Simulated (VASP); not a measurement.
# TiO2 (I4_1/amd) in VASP: single point with PBE

Aim: the single point of TiO2 with PBE.

Program: VASP 6.6.1. These are calculated values, not measurements. Logs are shortened: lines on timing, memory, paths and dates and some standing lists are left out, and cuts for length are marked.

### 1 The cell of the first run

The structure is tetragonal, space group I4_1/amd (No. 141). The conventional cell has a = 3.799 Å, b = 3.799 Å, c = 9.698 Å, α = 90.00°, β = 90.00°, γ = 90.00°. Ti (site symmetry -4m2) has 6 O at 1.95 to 2.00 Å within 2.6 Å. O (site symmetry 2mm) has 3 Ti at 1.95 to 2.00 Å and 2 O at 2.47 Å within 2.6 Å.

### 2 Single point, PBE

Contents of INCAR:

```
SYSTEM = TiO2
PREC = Accurate
ENCUT = 520
EDIFF = 1E-6
ISMEAR = 0
SIGMA = 0.02
LREAL = .False.
LASPH = .True.
NELM = 60
ALGO = Normal
ISIF = 2
LWAVE = .False.
LCHARG = .False.
GGA = PE
NBANDS = 33
```

Contents of KPOINTS:

```
regular mesh
0
Gamma
  10 10 10
  0 0 0
```

Contents of POSCAR:

```
TiO2
1.0
   -1.8995999939      1.8995999939      4.8488731971
    1.8995999939     -1.8995999939      4.8488731971
    1.8995999939      1.8995999939     -4.8488731971
Ti O
2 4
Direct
    0.0000000000      0.0000000000      0.0000000000
    0.7500000000      0.2500000000      0.5000000000
    0.9564814579      0.4564814579      0.5000000000
    0.2064814579      0.2064814579      0.0000000000
    0.5435185421      0.0435185421      0.5000000000
    0.7935185421      0.7935185421      0.0000000000
```

Potentials or basis: VASP PAW PBE potentials, release 64 (Ti_sv, O).

Run with:

```
$ cat potpaw_PBE.64/Ti_sv/POTCAR potpaw_PBE.64/O/POTCAR > POTCAR
$ mpirun -np 1 vasp_std > vasp.out
```

OUTCAR:

```text
SYSTEM = TiO2
   PREC = Accurate
   ENCUT = 520
   EDIFF = 1E-6
   ISMEAR = 0
   LREAL = .False.
   LASPH = .True.
   NELM = 60
   ISIF = 2
   GGA = PE

 ion  position               nearest neighbor table
   1  0.000  0.000  0.000-   5 1.95   3 1.95   5 1.95   3 1.95   4 2.00   6 2.00
   2  0.750  0.250  0.500-   6 1.95   4 1.95   6 1.95   4 1.95   3 2.00   5 2.00
   3  0.956  0.456  0.500-   1 1.95   1 1.95   2 2.00
   4  0.206  0.206  0.000-   2 1.95   2 1.95   1 2.00
   5  0.544  0.044  0.500-   1 1.95   1 1.95   2 2.00
   6  0.794  0.794  0.000-   2 1.95   2 1.95   1 2.00

  LATTYP: Found a body centered tetragonal cell.
 ALAT       =     3.7991999878
 C/A-ratio  =     2.5525759174

  Lattice vectors:

 A1 = (  -1.8995999939,   1.8995999939,   4.8488731971)
 A2 = (   1.8995999939,  -1.8995999939,   4.8488731971)
 A3 = (   1.8995999939,   1.8995999939,  -4.8488731971)

Analysis of symmetry for initial positions (statically):
=====================================================================
 Subroutine PRICEL returns:
 Original cell was already a primitive cell.

 Routine SETGRP: Setting up the symmetry group for a
 body centered tetragonal supercell.

 Subroutine GETGRP returns: Found 16 space group operations
 (whereof  8 operations were pure point group operations)
 out of a pool of 16 trial point group operations.

The static configuration has the point symmetry D_2d.
 The point group associated with its full space group is D_4h.

Analysis of symmetry for dynamics (positions and initial velocities):
=====================================================================
 Subroutine PRICEL returns:
 Original cell was already a primitive cell.

 Routine SETGRP: Setting up the symmetry group for a
 body centered tetragonal supercell.

 Subroutine GETGRP returns: Found 16 space group operations
 (whereof  8 operations were pure point group operations)
 out of a pool of 16 trial point group operations.

The dynamic configuration has the point symmetry D_2d.
 The point group associated with its full space group is D_4h.

 Subroutine INISYM returns: Found 16 space group operations
 (whereof  8 operations are pure point group operations),
 and found     1 'primitive' translations

----------------------------------------------------------------------------------------

                                     Primitive cell

  volume of cell :      69.9883

  direct lattice vectors                    reciprocal lattice vectors
[... 95 lines left out ...]
   EDIFF  = 0.1E-05   stopping-criterion for ELM
   LREAL  =      F    real-space projection
   EDIFFG = 0.1E-04   stopping-criterion for IOM
   NSW    =      0    number of steps for IOM
   IBRION =     -1    ionic relax: 0-MD 1-quasi-New 2-CG
   NFREE  =      0    steps in history (QN), initial steepest desc. (CG)
   ISIF   =      2    stress and relaxation
   ISYM   =      2    0-nonsym 1-usesym 2-fastsym
   POTIM  = 0.5000    time-step for ionic-motion
   TEBEG  =    0.0;   TEEND  =   0.0 temperature during run
   PSTRESS=    0.0 pullay stress
   NELECT =      48.0000    total number of electrons
   NUPDOWN=      -1.0000    fix difference up-down
   EMIN   =  10.00;   EMAX   =-10.00  energy-range for DOS
   EFERMI =   0.00;   METHOD = LEGACY
   ISMEAR =     0;   SIGMA  =   0.02  broadening in eV -4-tet -1-fermi 0-gaus
   EFERMI_NEDOS =   21; number of points for ismear=-14 and -15
   IALGO  =     38    algorithm
   IMIX   =      4    mixing-type and parameters
     AMIX     =   0.40;   BMIX     =  1.00
     AMIX_MAG =   1.60;   BMIX_MAG =  1.00
  volume/ion in A,a.u.               =      11.66        78.72
  Fermi-wavevector in a.u.,A,eV,Ry     =   1.443711  2.728218 28.358634  2.084301
  Thomas-Fermi vector in A             =   2.562088
   LORBIT       =      0    0 simple, 1 ext, 2 COOP (PROOUT), +10 PAW based schemes
   GGA     = PE    functional components
   LHFCALC =     F    Hartree Fock is set to
   AEXX    =    0.0000 exact exchange contribution
   IVDW    =     0    specifies the selected vdW correction
   LEPSILON=     F    determine dielectric tensor
   LRPA    =     F    only Hartree local field effects (RPA)
 non-spin polarized calculation
 Gauss-broadening in eV      SIGMA  =   0.02
  energy-cutoff  :      520.00
  volume of cell :       69.99
 maximum number of plane-waves:      1899
 NGX is ok and might be reduce to    42
   NGX = 21   NGY = 21   NGZ = 21

 number of electron      47.9999996 magnetization

 Free energy of the ion-electron system (eV)
  ---------------------------------------------------
  ext. energy  EPLUGINS =         0.00000000
  ---------------------------------------------------
  free energy    TOTEN  =       -53.86475007 eV

  energy without entropy =      -53.86475007  energy(sigma->0) =      -53.86475007

 E-fermi :   3.3693     XC(G=0): -10.5927

 val. band max:        3.1420361115   @ k =  -0.4000   0.4000   0.0000
 cond. band min:       5.2539433159   @ k =   0.0000   0.0000   0.0000
 fundamental gap:      2.1119072044
 Fermi energy:         3.3693012048

 k-point     1 :       0.0000    0.0000    0.0000
  band No.  band energies     occupation
      1     -53.3142      2.00000
      2     -53.2631      2.00000
      3     -29.7431      2.00000
      4     -29.5244      2.00000
      5     -29.5244      2.00000
      6     -29.4630      2.00000
[... 853 lines left out ...]
     32       9.4200      0.00000
     33      10.3014      0.00000

 [... further k-points ...]
[... 5 lines left out ...]
  --------------------------------------------------------------------------------------
  -------------------------------------------------------------------------------------
  Total        0.2799746      0.2799746      0.3228193      0.0000000      0.0000000      0.0000000
  in kB        6.4092049      6.4092049      7.3900087      0.0000000      0.0000000      0.0000000
  external PRESSURE =       6.7361395 kB  Pullay stress =       0.0000000 kB

 VOLUME and BASIS-vectors are now :
 -----------------------------------------------------------------------------
  energy-cutoff  :      520.00
  volume of cell :       69.99
      direct lattice vectors                 reciprocal lattice vectors
    -1.899599994  1.899599994  4.848873197     0.000000000  0.263213309  0.103116741
     1.899599994 -1.899599994  4.848873197     0.263213309  0.000000000  0.103116741
     1.899599994  1.899599994 -4.848873197     0.263213309  0.263213309  0.000000000

 POSITION                                       TOTAL-FORCE (eV/Angst)
 -----------------------------------------------------------------------------------
      0.00000      0.00000      0.00000         0.000000      0.000000     -0.000000
      0.00000      1.89960      2.42444         0.000000      0.000000      0.000000
     -0.00000      1.89960      4.42684         0.000000     -0.000000      0.019677
      0.00000      0.00000      2.00240        -0.000000      0.000000      0.019677
      0.00000      1.89960      0.42203         0.000000     -0.000000     -0.019677
      0.00000      0.00000      7.69534        -0.000000      0.000000     -0.019677
 -----------------------------------------------------------------------------------
    total drift:                               -0.000000     -0.000000     -0.000000

  FREE ENERGIE OF THE ION-ELECTRON SYSTEM (eV)
  ---------------------------------------------------
  free  energy   TOTEN  =       -53.8647500660 eV

  energy  without entropy=      -53.8647500660  energy(sigma->0) =      -53.86475007
```

OSZICAR:

```text
N       E                     dE             d eps       ncg     rms          rms(c)
DAV:   1     0.658768295812E+03    0.65877E+03   -0.24138E+04  6732   0.168E+03
DAV:   2     0.283422688232E+02   -0.63043E+03   -0.58319E+03  7418   0.506E+02
DAV:   3    -0.662218256015E+02   -0.94564E+02   -0.93011E+02  9073   0.189E+02
DAV:   4    -0.711463041138E+02   -0.49245E+01   -0.49140E+01 10334   0.416E+01
DAV:   5    -0.713265418049E+02   -0.18024E+00   -0.18021E+00  8560   0.614E+00    0.314E+01
DAV:   6    -0.541022241599E+02    0.17224E+02   -0.80011E+01  9387   0.881E+01    0.113E+01
DAV:   7    -0.541308565281E+02   -0.28632E-01   -0.15477E+01  8970   0.333E+01    0.919E+00
DAV:   8    -0.539744328404E+02    0.15642E+00   -0.50703E-01  8658   0.586E+00    0.682E+00
DAV:   9    -0.539529275810E+02    0.21505E-01   -0.10469E+00  9294   0.117E+01    0.281E+00
DAV:  10    -0.538795302851E+02    0.73397E-01   -0.55131E-01  9230   0.710E+00    0.102E+00
DAV:  11    -0.538658375355E+02    0.13693E-01   -0.52204E-02  8914   0.168E+00    0.524E-01
DAV:  12    -0.538652861455E+02    0.55139E-03   -0.10114E-02  8199   0.111E+00    0.194E-01
DAV:  13    -0.538647632676E+02    0.52288E-03   -0.15290E-03  9347   0.386E-01    0.338E-02
DAV:  14    -0.538647464153E+02    0.16852E-04   -0.17621E-04  8777   0.128E-01    0.217E-02
DAV:  15    -0.538647497527E+02   -0.33373E-05   -0.68055E-05  8289   0.517E-02    0.695E-03
DAV:  16    -0.538647500660E+02   -0.31331E-06   -0.41845E-06  7554   0.129E-02
   1 F= -.53864750E+02 E0= -.53864750E+02  d E =-.377457E-60
```

Run time: 9.1 min. Hardware: 1 thread of AMD EPYC 7R13 (Zen 3), shared host; peak memory 0.34 GiB.

Results:

| Item | Value |
| --- | --- |
| Free energy | -53.8648 eV |
| Pressure | 0.7 GPa |
| Largest force | 0.020 eV/Å |
| Band gap on the k mesh | 2.11 eV, indirect (least direct gap 2.41 eV) |

Forces in eV/Å, atoms in the order of the input:
```
Ti   0.000  0.000  0.000
Ti   0.000  0.000  0.000
O    0.000  0.000  0.020
O    0.000  0.000  0.020
O    0.000  0.000 -0.020
O    0.000  0.000 -0.020
```

A k mesh can miss the band edges. PBE gaps usually lie below the measured ones, often by a third to a half.
